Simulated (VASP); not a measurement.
# SiO2 (I-42d) in VASP: single point with PBE

Aim: the single point of SiO2 with PBE.

Program: VASP 6.6.1. These are calculated values, not measurements. Logs are shortened: lines on timing, memory, paths and dates and some standing lists are left out, and cuts for length are marked.

## 1. The cell of the first run

It takes space group I-42d (No. 122, tetragonal). Conventional cell: a = 5.026 Å, b = 5.026 Å, c = 7.372 Å, α = 90.00°, β = 90.00°, γ = 90.00°. Si (site symmetry -4) has 4 O at 1.63 Å within 2.2 Å. O (site symmetry 2) has 2 Si at 1.63 Å within 2.2 Å.

## 2. Single point, PBE

File INCAR:

```
SYSTEM = SiO2
  ALGO = Normal
  EDIFF = 1E-6
  ENCUT = 520
  GGA = PE
  ISIF = 2
  ISMEAR = 0
  LASPH = .TRUE.
  LCHARG = .TRUE.
  LELF = .TRUE.
  LREAL = .FALSE.
  LVHAR = .TRUE.
  LWAVE = .FALSE.
  NBANDS = 25
  NELM = 80
  PREC = Accurate
  SIGMA = 0.02
```

File KPOINTS:

```
k-points
0
G
  6 6 6
  0 0 0
```

File POSCAR:

```
SiO2
1.0
   -2.5131486988      2.5131486988      3.6858705117
    2.5131486988     -2.5131486988      3.6858705117
    2.5131486988      2.5131486988     -3.6858705117
Si O
2 4
Direct
    0.0000000000      0.0000000000      0.0000000000
    0.7500000000      0.2500000000      0.5000000000
    0.3750000000      0.2174786090      0.3424786090
    0.9674786090      0.6250000000      0.8424786090
    0.7825213910      0.1250000000      0.1575213910
    0.8750000000      0.0325213910      0.6575213910
```

Potentials or basis: VASP PAW PBE potentials, release 64 (Si, O).

On the command line:

```
$ cat potpaw_PBE.64/Si/POTCAR potpaw_PBE.64/O/POTCAR > POTCAR
$ mpirun -np 1 vasp_std > vasp.out
```

OUTCAR:

```text
SYSTEM = SiO2
   EDIFF = 1E-6
   ENCUT = 520
   GGA = PE
   ISIF = 2
   ISMEAR = 0
   LASPH = .TRUE.
   LREAL = .FALSE.
   NELM = 80
   PREC = Accurate

 ion  position               nearest neighbor table
   1  0.000  0.000  0.000-   3 1.63   4 1.63   5 1.63   6 1.63   2 3.12   2 3.12   2 3.12   2 3.12

   2  0.750  0.250  0.500-   4 1.63   3 1.63   5 1.63   6 1.63   1 3.12   1 3.12   1 3.12   1 3.12

   3  0.375  0.217  0.342-   1 1.63   2 1.63
   4  0.967  0.625  0.842-   2 1.63   1 1.63
   5  0.783  0.125  0.158-   1 1.63   2 1.63
   6  0.875  0.033  0.658-   1 1.63   2 1.63

  LATTYP: Found a body centered tetragonal cell.
 ALAT       =     5.0262973976
 C/A-ratio  =     1.4666344707

  Lattice vectors:

 A1 = (  -2.5131486988,   2.5131486988,   3.6858705117)
 A2 = (   2.5131486988,  -2.5131486988,   3.6858705117)
 A3 = (   2.5131486988,   2.5131486988,  -3.6858705117)

Analysis of symmetry for initial positions (statically):
=====================================================================
 Subroutine PRICEL returns:
 Original cell was already a primitive cell.

 Routine SETGRP: Setting up the symmetry group for a
 body centered tetragonal supercell.

 Subroutine GETGRP returns: Found  8 space group operations
 (whereof  4 operations were pure point group operations)
 out of a pool of 16 trial point group operations.

The static configuration has the point symmetry S_4 .
 The point group associated with its full space group is D_2d.

Analysis of symmetry for dynamics (positions and initial velocities):
=====================================================================
 Subroutine PRICEL returns:
 Original cell was already a primitive cell.

 Routine SETGRP: Setting up the symmetry group for a
 body centered tetragonal supercell.

 Subroutine GETGRP returns: Found  8 space group operations
 (whereof  4 operations were pure point group operations)
 out of a pool of 16 trial point group operations.

The dynamic configuration has the point symmetry S_4 .
 The point group associated with its full space group is D_2d.

 Subroutine INISYM returns: Found  8 space group operations
 (whereof  4 operations are pure point group operations),
 and found     1 'primitive' translations

----------------------------------------------------------------------------------------

                                     Primitive cell

[... 100 lines left out ...]
   EDIFFG = 0.1E-04   stopping-criterion for IOM
   NSW    =      0    number of steps for IOM
   IBRION =     -1    ionic relax: 0-MD 1-quasi-New 2-CG
   NFREE  =      0    steps in history (QN), initial steepest desc. (CG)
   ISIF   =      2    stress and relaxation
   ISYM   =      2    0-nonsym 1-usesym 2-fastsym
   POTIM  = 0.5000    time-step for ionic-motion
   TEBEG  =    0.0;   TEEND  =   0.0 temperature during run
   PSTRESS=    0.0 pullay stress
   NELECT =      32.0000    total number of electrons
   NUPDOWN=      -1.0000    fix difference up-down
   EMIN   =  10.00;   EMAX   =-10.00  energy-range for DOS
   EFERMI =   0.00;   METHOD = LEGACY
   ISMEAR =     0;   SIGMA  =   0.02  broadening in eV -4-tet -1-fermi 0-gaus
   EFERMI_NEDOS =   21; number of points for ismear=-14 and -15
   IALGO  =     38    algorithm
   IMIX   =      4    mixing-type and parameters
     AMIX     =   0.40;   BMIX     =  1.00
     AMIX_MAG =   1.60;   BMIX_MAG =  1.00
  volume/ion in A,a.u.               =      15.52       104.73
  Fermi-wavevector in a.u.,A,eV,Ry     =   1.146690  2.166930 17.890272  1.314898
  Thomas-Fermi vector in A             =   2.283373
   LORBIT       =      0    0 simple, 1 ext, 2 COOP (PROOUT), +10 PAW based schemes
   GGA     = PE    functional components
   LHFCALC =     F    Hartree Fock is set to
   AEXX    =    0.0000 exact exchange contribution
   IVDW    =     0    specifies the selected vdW correction
   LEPSILON=     F    determine dielectric tensor
   LRPA    =     F    only Hartree local field effects (RPA)
 non-spin polarized calculation
 Gauss-broadening in eV      SIGMA  =   0.02
  energy-cutoff  :      520.00
  volume of cell :       93.12
 maximum number of plane-waves:      2531
 NGX is ok and might be reduce to    40
   NGX = 19   NGY = 19   NGZ = 19

 number of electron      31.9999995 magnetization

 Free energy of the ion-electron system (eV)
  ---------------------------------------------------
  ext. energy  EPLUGINS =         0.00000000
  ---------------------------------------------------
  free energy    TOTEN  =       -47.49209327 eV

  energy without entropy =      -47.49209327  energy(sigma->0) =      -47.49209327

 E-fermi :  -0.5374     XC(G=0):  -8.0118

 val. band max:       -0.6371868560   @ k =   0.0000   0.0000   0.0000
 cond. band min:       5.0995664491   @ k =   0.0000   0.0000   0.0000
 fundamental gap:      5.7367533051
 Fermi energy:        -0.5373521560

 k-point     1 :       0.0000    0.0000    0.0000
  band No.  band energies     occupation
      1     -19.7368      2.00000
      2     -17.7370      2.00000
      3     -17.7370      2.00000
      4     -17.6785      2.00000
      5      -9.8625      2.00000
      6      -6.1223      2.00000
[... 661 lines left out ...]
     24      12.1840      0.00000
     25      12.7883      0.00000

 [... further k-points ...]

------------------------ aborting loop because EDIFF is reached ----------------------------------------

  FORCE on cell =-STRESS in cart. coord.  units (eV):
  Direction    XX          YY          ZZ          XY          YZ          ZX
  --------------------------------------------------------------------------------------
  -------------------------------------------------------------------------------------
  Total        0.0515915      0.0515915      0.0920907      0.0000000      0.0000000      0.0000000
  in kB        0.8876712      0.8876712      1.5844910      0.0000000      0.0000000      0.0000000
  external PRESSURE =       1.1199444 kB  Pullay stress =       0.0000000 kB

 VOLUME and BASIS-vectors are now :
 -----------------------------------------------------------------------------
  energy-cutoff  :      520.00
  volume of cell :       93.12
      direct lattice vectors                 reciprocal lattice vectors
    -2.513148699  2.513148699  3.685870512     0.000000000  0.198953608  0.135653165
     2.513148699 -2.513148699  3.685870512     0.198953608  0.000000000  0.135653165
     2.513148699  2.513148699 -3.685870512     0.198953608  0.198953608  0.000000000

 POSITION                                       TOTAL-FORCE (eV/Angst)
 -----------------------------------------------------------------------------------
      0.00000      0.00000      0.00000        -0.000000      0.000000     -0.000000
      0.00000      2.51315      1.84294         0.000000      0.000000      0.000000
      0.46482      1.25657      0.92147        -0.006913      0.000000      0.000000
      1.25657      2.97797      2.76440         0.000000     -0.006913      0.000000
     -1.25657      2.04832      2.76440        -0.000000      0.006913     -0.000000
     -0.46482      3.76972      0.92147         0.006913     -0.000000     -0.000000
 -----------------------------------------------------------------------------------
    total drift:                                0.000004      0.000004      0.000003

  FREE ENERGIE OF THE ION-ELECTRON SYSTEM (eV)
  ---------------------------------------------------
  free  energy   TOTEN  =       -47.4920932716 eV

  energy  without entropy=      -47.4920932716  energy(sigma->0) =      -47.49209327
```

Wall time 42 s (1 thread of Intel Xeon 6975P-C (Granite Rapids), shared host); peak memory 0.25 GiB.

What came out:

```yaml
Free_energy: -47.4921 eV
Pressure: 0.1 GPa
Largest_force: 0.007 eV/Å
Band_gap_on_the_k_mesh: 5.74 eV, direct
```

Forces on the atoms (eV/Å):
```
Si   0.000  0.000  0.000
Si   0.000  0.000  0.000
O   -0.007  0.000  0.000
O    0.000 -0.007  0.000
O    0.000  0.007  0.000
O    0.007  0.000  0.000
```

Levels at points of the mesh, in eV from the valence-band top:
```
           k point  band 13  band 14  band 15  band 16  band 17  band 18  band 19  band 20
(0.00, 0.00, 0.00)    -1.55    -0.65     0.00     0.00     5.74     8.71    10.23    10.29
(0.50, 0.00, 0.00)    -1.48    -0.79    -0.51    -0.13     7.93     8.83     9.58    10.02
(0.50, 0.50, 0.00)    -0.97    -0.97    -0.35    -0.35     8.91     8.91    10.02    10.02
(0.50, 0.50, 0.50)    -1.43    -1.43    -0.34    -0.34     8.73     8.73    10.18    10.18
```

A k mesh can miss the band edges.
